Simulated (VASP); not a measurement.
# AlN (P6_3/mmc) in VASP: single point with r2SCAN

Aim: the single point of AlN with r2SCAN.

Everything below comes from runs of VASP 6.6.1. Logs are shortened: lines on timing, memory, paths and dates and some standing lists are left out, and cuts for length are marked.

## 1. The cell of the first run

It takes space group P6_3/mmc (No. 194, hexagonal). Conventional cell: a = 3.312 Å, b = 3.312 Å, c = 4.188 Å, α = 90.00°, β = 90.00°, γ = 120.00°. Within 2.5 Å of Al (site symmetry -6m2) lie 5 N at 1.91 to 2.09 Å. N (site symmetry -6m2) has 5 Al at 1.91 to 2.09 Å within 2.5 Å.

## 2. Single point, r2SCAN

File POSCAR:

```
AlN
1.0
    3.3121200000      0.0000000000      0.0000000000
   -1.6560600000      2.8683800000      0.0000000000
    0.0000000000      0.0000000000      4.1875600000
Al N
2 2
Direct
    0.3333333333      0.6666666667      0.7500000000
    0.6666666667      0.3333333333      0.2500000000
    0.3333333333      0.6666666667      0.2500000000
    0.6666666667      0.3333333333      0.7500000000
```

File INCAR.step1:

```
SYSTEM = AlN
ALGO = Normal ; EDIFF = 1E-4
ENCUT = 520 ; GGA = PE
ISMEAR = -1 ; LASPH = .True.
LCHARG = .False. ; LREAL = .False.
LWAVE = .True. ; NBANDS = 16
NELM = 60 ; PREC = Accurate
SIGMA = 0.1
```

File INCAR.step2:

```
SYSTEM = AlN
ALGO = Normal ; EDIFF = 1E-6
ENCUT = 520 ; ISIF = 2
ISMEAR = -1 ; ISTART = 1
LASPH = .True. ; LCHARG = .True.
LELF = .True. ; LMIXTAU = .True.
LREAL = .False. ; LVHAR = .True.
LWAVE = .False. ; METAGGA = R2SCAN
NBANDS = 16 ; NELM = 60
PREC = Accurate ; SIGMA = 0.1
```

File KPOINTS:

```
k-points
0
Gamma
  6 6 4
  0 0 0
```

Potentials or basis: VASP PAW PBE potentials, release 64 (Al, N).

Started as:

```sh
$ cat potpaw_PBE.64/Al/POTCAR potpaw_PBE.64/N/POTCAR > POTCAR
$ cp INCAR.step1 INCAR
$ mpirun -np 1 vasp_std > vasp.out
$ cp INCAR.step2 INCAR
$ mpirun -np 1 vasp_std > vasp.out
```

OUTCAR:

```text
SYSTEM = AlN
   EDIFF = 1E-6
   ENCUT = 520
   ISIF = 2
   ISMEAR = -1
   ISTART = 1
   LASPH = .True.
   LREAL = .False.
   METAGGA = R2SCAN
   NELM = 60
   PREC = Accurate

 ion  position               nearest neighbor table
   1  0.333  0.667  0.750-   4 1.91   4 1.91   4 1.91   3 2.09   3 2.09   2 2.84   2 2.84   2 2.84
                             2 2.84   2 2.84   2 2.84
   2  0.667  0.333  0.250-   3 1.91   3 1.91   3 1.91   4 2.09   4 2.09   1 2.84   1 2.84   1 2.84
                             1 2.84   1 2.84   1 2.84
   3  0.333  0.667  0.250-   2 1.91   2 1.91   2 1.91   1 2.09   1 2.09
   4  0.667  0.333  0.750-   1 1.91   1 1.91   1 1.91   2 2.09   2 2.09

  LATTYP: Found a hexagonal cell.
 ALAT       =     3.3121200000
 C/A-ratio  =     1.2643140949

  Lattice vectors:

 A1 = (   3.3121200000,   0.0000000000,   0.0000000000)
 A2 = (  -1.6560600000,   2.8683800000,   0.0000000000)
 A3 = (   0.0000000000,   0.0000000000,   4.1875600000)

Analysis of symmetry for initial positions (statically):
=====================================================================
 Subroutine PRICEL returns:
 Original cell was already a primitive cell.

 Routine SETGRP: Setting up the symmetry group for a
 hexagonal supercell.

 Subroutine GETGRP returns: Found 24 space group operations
 (whereof 12 operations were pure point group operations)
 out of a pool of 24 trial point group operations.

The static configuration has the point symmetry D_3d.
 The point group associated with its full space group is D_6h.

Analysis of symmetry for dynamics (positions and initial velocities):
=====================================================================
 Subroutine PRICEL returns:
 Original cell was already a primitive cell.

 Routine SETGRP: Setting up the symmetry group for a
 hexagonal supercell.

 Subroutine GETGRP returns: Found 24 space group operations
 (whereof 12 operations were pure point group operations)
 out of a pool of 24 trial point group operations.

The dynamic configuration has the point symmetry D_3d.
 The point group associated with its full space group is D_6h.

 Subroutine INISYM returns: Found 24 space group operations
 (whereof 12 operations are pure point group operations),
 and found     1 'primitive' translations

----------------------------------------------------------------------------------------

                                     Primitive cell

  volume of cell :      39.7836

[... 90 lines left out ...]
   EDIFFG = 0.1E-04   stopping-criterion for IOM
   NSW    =      0    number of steps for IOM
   IBRION =     -1    ionic relax: 0-MD 1-quasi-New 2-CG
   NFREE  =      0    steps in history (QN), initial steepest desc. (CG)
   ISIF   =      2    stress and relaxation
   ISYM   =      2    0-nonsym 1-usesym 2-fastsym
   POTIM  = 0.5000    time-step for ionic-motion
   TEBEG  =    0.0;   TEEND  =   0.0 temperature during run
   PSTRESS=    0.0 pullay stress
   NELECT =      16.0000    total number of electrons
   NUPDOWN=      -1.0000    fix difference up-down
   EMIN   =  10.00;   EMAX   =-10.00  energy-range for DOS
   EFERMI =   0.00;   METHOD = LEGACY
   ISMEAR =    -1;   SIGMA  =   0.10  broadening in eV -4-tet -1-fermi 0-gaus
   EFERMI_NEDOS =   21; number of points for ismear=-14 and -15
   IALGO  =     38    algorithm
   IMIX   =      4    mixing-type and parameters
     AMIX     =   0.40;   BMIX     =  1.00
     AMIX_MAG =   1.60;   BMIX_MAG =  1.00
  volume/ion in A,a.u.               =       9.95        67.12
  Fermi-wavevector in a.u.,A,eV,Ry     =   1.208408  2.283560 19.867903  1.460250
  Thomas-Fermi vector in A             =   2.344017
   LORBIT       =      0    0 simple, 1 ext, 2 COOP (PROOUT), +10 PAW based schemes
   METAGGA = R2SCAN    functional components
   LHFCALC =     F    Hartree Fock is set to
   AEXX    =    0.0000 exact exchange contribution
   IVDW    =     0    specifies the selected vdW correction
   LEPSILON=     F    determine dielectric tensor
   LRPA    =     F    only Hartree local field effects (RPA)
 non-spin polarized calculation
  energy-cutoff  :      520.00
  volume of cell :       39.78
 maximum number of plane-waves:      1080
 NGX is ok and might be reduce to    28
   NGX = 13   NGY = 13   NGZ = 15

 number of electron      15.9999999 magnetization

 Free energy of the ion-electron system (eV)
  ---------------------------------------------------
  ext. energy  EPLUGINS =         0.00000000
  ---------------------------------------------------
  free energy    TOTEN  =       -37.99321363 eV

  energy without entropy =      -37.99321363  energy(sigma->0) =      -37.99321363

 E-fermi :   9.6325     XC(G=0): -11.6964

 val. band max:        7.7662772500   @ k =   0.0000   0.0000   0.0000
 cond. band min:      11.6226498039   @ k =   0.0000   0.0000   0.0000
 fundamental gap:      3.8563725539
 Fermi energy:         9.6324968276

 k-point     1 :       0.0000    0.0000    0.0000
  band No.  band energies     occupation
      1      -9.8876      2.00000
      2      -6.2721      2.00000
      3       0.7033      2.00000
      4       4.3519      2.00000
      5       4.3519      2.00000
      6       6.0618      2.00000
[... 376 lines left out ...]
      3       0.7871      2.00000
      4       0.7871      2.00000
      5       2.5169      2.00000
      6       2.5169      2.00000
[... 8 lines left out ...]
     15      21.4194      0.00000
     16      21.4194      0.00000

------------------------ aborting loop because EDIFF is reached ----------------------------------------

  FORCE on cell =-STRESS in cart. coord.  units (eV):
  Direction    XX          YY          ZZ          XY          YZ          ZX
  --------------------------------------------------------------------------------------
  -------------------------------------------------------------------------------------
  Total       -1.3497881     -1.3497880     -1.4802716      0.0000000      0.0000000      0.0000000
  in kB      -54.3591156    -54.3591133    -59.6139906      0.0000000      0.0000000      0.0000000
  external PRESSURE =     -56.1107398 kB  Pullay stress =       0.0000000 kB

 VOLUME and BASIS-vectors are now :
 -----------------------------------------------------------------------------
  energy-cutoff  :      520.00
  volume of cell :       39.78
      direct lattice vectors                 reciprocal lattice vectors
     3.312120000  0.000000000  0.000000000     0.301921428  0.174314421  0.000000000
    -1.656060000  2.868380000  0.000000000     0.000000000  0.348628843  0.000000000
     0.000000000  0.000000000  4.187560000     0.000000000  0.000000000  0.238802549

 POSITION                                       TOTAL-FORCE (eV/Angst)
 -----------------------------------------------------------------------------------
     -0.00000      1.91225      3.14067        -0.000000     -0.000000      0.000000
      1.65606      0.95613      1.04689         0.000000      0.000000      0.000000
     -0.00000      1.91225      1.04689         0.000000      0.000000      0.000000
      1.65606      0.95613      3.14067         0.000000     -0.000000      0.000000
 -----------------------------------------------------------------------------------
    total drift:                               -0.000000      0.000000     -0.000000

  FREE ENERGIE OF THE ION-ELECTRON SYSTEM (eV)
  ---------------------------------------------------
  free  energy   TOTEN  =       -37.9932136334 eV

  energy  without entropy=      -37.9932136331  energy(sigma->0) =      -37.99321363
```

OUTCAR.step1:

```text
SYSTEM = AlN
   EDIFF = 1E-4
   ENCUT = 520
   GGA = PE
   ISMEAR = -1
   LASPH = .True.
   LREAL = .False.
   NELM = 60
[... 624 lines left out ...]
      1.65606      0.95613      1.04689        -0.000000      0.000000      0.000000
     -0.00000      1.91225      1.04689        -0.000000      0.000000      0.000000
      1.65606      0.95613      3.14067         0.000000     -0.000000      0.000000
 -----------------------------------------------------------------------------------
    total drift:                               -0.000000      0.000000     -0.000000

  FREE ENERGIE OF THE ION-ELECTRON SYSTEM (eV)
  ---------------------------------------------------
  free  energy   TOTEN  =       -29.3187295649 eV

  energy  without entropy=      -29.3187295609  energy(sigma->0) =      -29.31872956
```

OSZICAR.step1:

```text
N       E                     dE             d eps       ncg     rms          rms(c)
DAV:   1     0.483338081572E+02    0.48334E+02   -0.73815E+03   672   0.901E+02
DAV:   2    -0.299399635749E+02   -0.78274E+02   -0.71203E+02   968   0.193E+02
DAV:   3    -0.337840066338E+02   -0.38440E+01   -0.38291E+01   800   0.435E+01
DAV:   4    -0.338068307846E+02   -0.22824E-01   -0.22823E-01   816   0.383E+00
DAV:   5    -0.338071291273E+02   -0.29834E-03   -0.29834E-03   808   0.439E-01    0.117E+01
DAV:   6    -0.293301069248E+02    0.44770E+01   -0.90887E+00   856   0.226E+01    0.389E+00
DAV:   7    -0.293386105317E+02   -0.85036E-02   -0.76658E-01   752   0.596E+00    0.285E+00
DAV:   8    -0.293276032745E+02    0.11007E-01   -0.91142E-02   688   0.260E+00    0.890E-01
DAV:   9    -0.293182117432E+02    0.93915E-02   -0.19620E-02   832   0.112E+00    0.283E-01
DAV:  10    -0.293188493924E+02   -0.63765E-03   -0.36169E-03   784   0.386E-01    0.170E-01
DAV:  11    -0.293187279289E+02    0.12146E-03   -0.24281E-04   696   0.125E-01    0.455E-02
DAV:  12    -0.293187295649E+02   -0.16361E-05   -0.16751E-05   352   0.336E-02
   1 F= -.29318730E+02 E0= -.29318730E+02  d E =-.398484E-08
```

It took 48 s on 1 thread of Intel Xeon 6975P-C, shared host; peak memory 0.16 GiB.

Results:

| Property | Result |
| --- | --- |
| Free energy | -37.9932 eV |
| Pressure | -5.6 GPa |
| Band gap on the k mesh | 3.86 eV, direct |

Levels at points of the mesh, in eV from the valence-band top:
```tsv
k point	band 5	band 6	band 7	band 8	band 9	band 10	band 11	band 12
(0.00, 0.00, 0.00)	-3.41	-1.70	-1.70	0.00	3.86	5.20	9.03	9.03
(0.50, 0.00, 0.00)	-4.64	-4.40	-2.95	-1.52	4.54	7.85	7.86	9.86
(0.00, 0.00, 0.50)	-2.60	-2.60	-2.60	-2.60	6.32	6.32	9.18	9.18
(0.50, 0.00, 0.50)	-3.36	-3.36	-1.80	-1.80	5.70	5.70	10.10	10.10
```

Caveat: the PAW data sets were made with another functional, which shifts forces and pressure a little.
